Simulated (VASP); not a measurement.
GaAs, 2 atoms in the cell. Symmetry: F-43m, No. 216, cubic system. Conventional cell: a = 5.603 Å, b = 5.603 Å, c = 5.603 Å, α = 90.00°, β = 90.00°, γ = 90.00°. Within 3.2 Å of Ga (site symmetry -43m) lie 4 As at 2.43 Å. Within 3.2 Å of As (site symmetry -43m) lie 4 Ga at 2.43 Å. 

```yaml
Program: VASP 6.6.1
Task: relaxation of cell and atoms
Functional: LDA
Potentials_or_basis: VASP PAW LDA potentials, release 64 (Ga_d, As)
Cutoff: 600 eV
k_mesh: 12 × 12 × 12
Occupations: gaussian, width 0.01 eV
Spin: no spin polarisation
Target_pressure: 2 GPa
Dipole_correction: no
Further_INCAR_settings: ALGO = Normal; EDIFF = 1e-06; IBRION = 2; EDIFFG = -0.001; NSW = 80; ISIF = 3
```

Potentials or basis: VASP PAW LDA potentials, release 64 (Ga_d, As).

The run is started by

```bash
$ cat potpaw_LDA.64/Ga_d/POTCAR potpaw_LDA.64/As/POTCAR > POTCAR
$ mpirun -np 1 vasp_std > vasp.out
```

Hardware: 1 thread of AMD EPYC 9R45 96-Core Processor (Zen 5), on a shared host.

Task: Estimate the wall time of this run.

Result: Run time: 44 s on 1 thread of AMD EPYC 9R45 96-Core Processor (Zen 5) (shared host), peak memory 0.17 GiB. Counts: scf iterations 26, k points 72, ion steps 3.
